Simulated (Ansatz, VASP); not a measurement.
**Mg2NCl in VASP and in Ansatz**

```xyz
4
Lattice="1.6466 0.9507 5.9380 -1.6466 0.9507 5.9380 0.0000 -1.9013 5.9380" Properties=species:S:1:pos:R:3 pbc="T T T"
Mg    0.0000    0.0000    3.9709
Mg    0.0000    0.0000   13.8430
N     0.0000    0.0000    8.9069
Cl    0.0000    0.0000    0.0000
```

Alike in both runs: task single point; functional PBEsol; k mesh 6 × 6 × 6; no spin polarisation.

```csv
,VASP,Ansatz
version,VASP 6.6.1,Ansatz 0.2.0
potentials or method,"VASP PAW PBE potentials, release 64 (Mg, N, Cl)",plane waves
plane-wave cutoff (eV),520,420
occupations,"methfessel-paxton of order 1, width 0.336 eV","cold, width 0.5 eV"
valence electrons in the cell,16,32
```

|  | VASP | Ansatz | Ansatz less VASP |
| --- | --- | --- | --- |
| gap on the k mesh at the Fermi level (eV) | 2.34 | 2.36 | +0.027 |
| pressure (GPa) | -0.6 | -0.3 | +0.22 |
| traceless stress, the component that is largest in VASP (GPa) | 0.16 | 0.23 | +0.066 |
| rms of the force components (eV/Å) | 0.012 | 0.030 | +0.0181 |

VASP's potentials were made for PBE, not for PBEsol. Atom by atom the forces differ by 0.018 eV/Å (rms over components). VASP's potentials hold 16 valence electrons a cell and Ansatz's 32, so a difference there can come from the potentials and not from the codes.
